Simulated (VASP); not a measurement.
# SiC (Moissanite) (P6_3mc) in VASP: further runs, part 2 of 2

VASP 6.6.1. The steps go on from the part before.

## Step 4: Single point, PBE

This run uses another cell than the first one, of 11.12 Å³/atom, 1.132 times its volume.

INCAR reads:

```
PREC = Accurate ; ENCUT = 600
EDIFF = 1E-6 ; ISMEAR = 0
SIGMA = 0.01 ; LREAL = F
LASPH = T ; NELM = 120
ALGO = Normal ; ISIF = 2
LWAVE = F ; LCHARG = T
GGA = PE ; LELF = T
LVHAR = T ; NBANDS = 16
GGA_COMPAT = F
```

KPOINTS reads:

```
regular mesh
0
Gamma
  12 12 4
```

POSCAR reads:

```
SiC
1.0
    3.1510538071      0.0000000000      0.0000000000
   -1.5755269036      2.7288884026      0.0000000000
    0.0000000000      0.0000000000      5.1711702270
Si C
2 2
Direct
    0.3333333333      0.6666666667      0.0000000000
    0.6666666667      0.3333333333      0.5000000000
    0.3333333333      0.6666666667      0.3850000000
    0.6666666667      0.3333333333      0.8850000000
```

Potentials or basis: VASP PAW PBE potentials, release 64 (Si, C).

Launch:

```console
$ cat potpaw_PBE.64/Si/POTCAR potpaw_PBE.64/C/POTCAR > POTCAR
$ mpirun -np 1 vasp_std > vasp.out
```

OUTCAR:

```text
PREC = Accurate
   ENCUT = 600
   EDIFF = 1E-6
   ISMEAR = 0
   LREAL = F
   LASPH = T
   NELM = 120
   ISIF = 2
   GGA = PE

 ion  position               nearest neighbor table
   1  0.333  0.667  0.000-   4 1.91   4 1.91   4 1.91   3 1.99
   2  0.667  0.333  0.500-   3 1.91   3 1.91   3 1.91   4 1.99
   3  0.333  0.667  0.385-   2 1.91   2 1.91   2 1.91   1 1.99
   4  0.667  0.333  0.885-   1 1.91   1 1.91   1 1.91   2 1.99

  LATTYP: Found a hexagonal cell.
 ALAT       =     3.1510538071
 C/A-ratio  =     1.6410923277

  Lattice vectors:

 A1 = (   3.1510538071,   0.0000000000,   0.0000000000)
 A2 = (  -1.5755269036,   2.7288884026,   0.0000000000)
 A3 = (   0.0000000000,   0.0000000000,   5.1711702270)

Analysis of symmetry for initial positions (statically):
=====================================================================
 Subroutine PRICEL returns:
 Original cell was already a primitive cell.

 Routine SETGRP: Setting up the symmetry group for a
 hexagonal supercell.

 Subroutine GETGRP returns: Found 12 space group operations
 (whereof  6 operations were pure point group operations)
 out of a pool of 24 trial point group operations.

The static configuration has the point symmetry C_3v.
 The point group associated with its full space group is C_6v.

Analysis of symmetry for dynamics (positions and initial velocities):
=====================================================================
 Subroutine PRICEL returns:
 Original cell was already a primitive cell.

 Routine SETGRP: Setting up the symmetry group for a
 hexagonal supercell.

 Subroutine GETGRP returns: Found 12 space group operations
 (whereof  6 operations were pure point group operations)
 out of a pool of 24 trial point group operations.

[... 117 lines left out ...]
   NUPDOWN=      -1.0000    fix difference up-down
   EMIN   =  10.00;   EMAX   =-10.00  energy-range for DOS
   EFERMI =   0.00;   METHOD = LEGACY
   ISMEAR =     0;   SIGMA  =   0.01  broadening in eV -4-tet -1-fermi 0-gaus
   EFERMI_NEDOS =   21; number of points for ismear=-14 and -15
   IALGO  =     38    algorithm
   IMIX   =      4    mixing-type and parameters
     AMIX     =   0.40;   BMIX     =  1.00
     AMIX_MAG =   1.60;   BMIX_MAG =  1.00
  volume/ion in A,a.u.               =      11.12        75.02
  Fermi-wavevector in a.u.,A,eV,Ry     =   1.164407  2.200410 18.447362  1.355843
  Thomas-Fermi vector in A             =   2.300945
   LORBIT       =      0    0 simple, 1 ext, 2 COOP (PROOUT), +10 PAW based schemes
   GGA     = PE    functional components
   LHFCALC =     F    Hartree Fock is set to
   AEXX    =    0.0000 exact exchange contribution
   IVDW    =     0    specifies the selected vdW correction
   LEPSILON=     F    determine dielectric tensor
   LRPA    =     F    only Hartree local field effects (RPA)
 non-spin polarized calculation
 Gauss-broadening in eV      SIGMA  =   0.01
  energy-cutoff  :      600.00
  volume of cell :       44.47
 maximum number of plane-waves:      1509
 NGX is ok and might be reduce to    28
   NGX = 13   NGY = 13   NGZ = 21

 number of electron      16.0000000 magnetization

 Free energy of the ion-electron system (eV)
  ---------------------------------------------------
  ext. energy  EPLUGINS =         0.00000000
  ---------------------------------------------------
  free energy    TOTEN  =       -29.99513126 eV

  energy without entropy =      -29.99513126  energy(sigma->0) =      -29.99513126

 E-fermi :   7.6662     XC(G=0): -11.0357

 val. band max:        7.6113112279   @ k =   0.0000   0.0000   0.0000
 cond. band min:      10.0610952262   @ k =   0.3333   0.3333   0.0000
 fundamental gap:      2.4497839983
 Fermi energy:         7.6661850306

 k-point     1 :       0.0000    0.0000    0.0000
  band No.  band energies     occupation
      1      -7.5505      2.00000
      2      -4.3156      2.00000
      3      -0.6656      2.00000
      4       6.0905      2.00000
      5       6.0905      2.00000
      6       7.3308      2.00000
[... 433 lines left out ...]
      3       0.5048      2.00000
      4       2.2727      2.00000
      5       2.8171      2.00000
      6       4.7737      2.00000
[... 8 lines left out ...]
     15      18.1953      0.00000
     16      18.6337      0.00000

 [... further k-points ...]
[... 5 lines left out ...]
  --------------------------------------------------------------------------------------
  -------------------------------------------------------------------------------------
  Total       -2.7746560     -2.7746474     -3.3934498      0.0000000      0.0000000     -0.0000000
  in kB      -99.9745137    -99.9742028   -122.2704719      0.0000000      0.0000000     -0.0000000
  external PRESSURE =    -107.4063961 kB  Pullay stress =       0.0000000 kB

 VOLUME and BASIS-vectors are now :
 -----------------------------------------------------------------------------
  energy-cutoff  :      600.00
  volume of cell :       44.47
      direct lattice vectors                 reciprocal lattice vectors
     3.151053807  0.000000000  0.000000000     0.317354149  0.183224788  0.000000000
    -1.575526904  2.728888403  0.000000000     0.000000000  0.366449577  0.000000000
     0.000000000  0.000000000  5.171170227     0.000000000  0.000000000  0.193379826

 POSITION                                       TOTAL-FORCE (eV/Angst)
 -----------------------------------------------------------------------------------
     -0.00000      1.81926      0.00000         0.000000     -0.000000      0.645803
      1.57553      0.90963      2.58559         0.000000      0.000000      0.645803
     -0.00000      1.81926      1.99090         0.000000      0.000000     -0.645803
      1.57553      0.90963      4.57649        -0.000000     -0.000000     -0.645803
 -----------------------------------------------------------------------------------
    total drift:                               -0.000000      0.000000     -0.000121

  FREE ENERGIE OF THE ION-ELECTRON SYSTEM (eV)
  ---------------------------------------------------
  free  energy   TOTEN  =       -29.9951312628 eV

  energy  without entropy=      -29.9951312628  energy(sigma->0) =      -29.99513126
```

stdout:

```text
POSCAR found type information on POSCAR SiC
 POSCAR found :  2 types and       4 ions
 scaLAPACK will be used
 LDA part: xc-table for (Slater+PW92), standard interpolation
 POSCAR, INCAR and KPOINTS ok, starting setup
 FFT: planning ... GRIDC
 FFT: planning ... GRID_SOFT
 FFT: planning ... GRID
 WAVECAR not read
 entering main loop
```

Wall time 51 s (1 thread of Intel Xeon Platinum 8259CL at 2.50GHz (Skylake/Cascade Lake), shared host); peak memory 0.19 GiB.

Results:

```yaml
Free_energy: -29.9951 eV
Pressure: -10.7 GPa
Largest_force: 0.646 eV/Å
Band_gap_on_the_k_mesh: 2.45 eV, indirect (least direct gap 3.93 eV)
```

Forces in eV/Å, atoms in the order of the input:
```
Si   0.000  0.000  0.646
Si   0.000  0.000  0.646
C    0.000  0.000 -0.646
C    0.000  0.000 -0.646
```

A k mesh can miss the band edges. PBE gaps usually lie below the measured ones, often by a third to a half.

## Step 5: The runs side by side

```tsv
cell	gap on the mesh (eV)	pressure (GPa)	largest force (eV/Å)
a = 3.024, b = 3.024, c = 4.962 Å, angles 90.0, 90.0, 120.0°, 4 atoms	2.23	16.3	0.84
a = 3.101, b = 3.101, c = 5.090 Å, angles 90.0, 90.0, 120.0°, 4 atoms	2.37	-1.8	0.71
a = 3.151, b = 3.151, c = 5.171 Å, angles 90.0, 90.0, 120.0°, 4 atoms	2.45	-10.7	0.65
```

Alike in all rows: task single point; level PBE; potentials or basis VASP PAW PBE potentials, release 64 (Si, C); no spin polarisation; k mesh 12 × 12 × 4; cutoff (eV) 600; smearing gaussian 0.01 eV.

Total energies depend on the potentials used, so only differences within one code and one set of settings carry meaning.
